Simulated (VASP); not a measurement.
Wanted: the native input for a VASP 6.6.1 run.

```yaml
Task: single point
Functional: PBEsol
Potentials_or_basis: VASP PAW PBE potentials, release 64 (Ge_d)
Cutoff: 520 eV
k_mesh: 11 × 11 × 3
Occupations: gaussian, width 0.15 eV
Spin: no spin polarisation
Dipole_correction: no
Further_INCAR_settings: ALGO = Normal; EDIFF = 1e-06; NBANDS = 66
```

The structure of Ge lies in POSCAR:

```
Ge
1.0
   -2.0020822485     -3.4677081753      0.0000000000
    2.0020822485     -3.4677081753      0.0000000000
    0.0000000000      0.0000000000     16.1450496104
Ge
8
Direct
    0.0000000000      0.0000000000      0.1276701017
    0.0000000000      0.0000000000      0.2794221627
    0.0000000000      0.0000000000      0.5347623661
    0.0000000000      0.0000000000      0.6865144272
    0.6666666667      0.6666666667      0.0766467073
    0.3333333333      0.3333333333      0.3304455571
    0.3333333333      0.3333333333      0.4837389717
    0.6666666667      0.6666666667      0.7375378215
```

The input as run:

INCAR

```
PREC     = Accurate       # precision mode
ENCUT    = 520            # plane-wave cutoff, eV
EDIFF    = 1E-6           # SCF threshold, eV
ISMEAR   = 0              # smearing method
SIGMA    = 0.15           # smearing width, eV
LREAL    = False          # projectors in reciprocal space
LASPH    = True           # aspherical terms in the spheres
NELM     = 60             # most SCF steps
ALGO     = Normal         # electronic algorithm
ISIF     = 2              # what is computed and relaxed
LWAVE    = False          # write WAVECAR
LCHARG   = False          # write CHGCAR
GGA      = PS             # functional
NBANDS   = 66             # bands
```

KPOINTS

```
regular mesh
0
Gamma
  11 11 3
```

Potentials or basis: VASP PAW PBE potentials, release 64 (Ge_d).

Run with:

```console
$ cat potpaw_PBE.64/Ge_d/POTCAR > POTCAR
$ mpirun -np 1 vasp_std > vasp.out
```

Results of the run:

The pressure is 0.2 GPa, the largest force is 0.321 eV/Å and the band gap on the k mesh is zero (band 56 reaches 2.96 eV, above the bottom of band 57 at 2.48 eV).

Caveat: the PAW data sets were made with another functional, which shifts forces and pressure a little.

Run time: 12 min on 1 thread of Oxide Virtual Turin-like Processor, with other jobs on the host, peak memory 0.47 GiB.
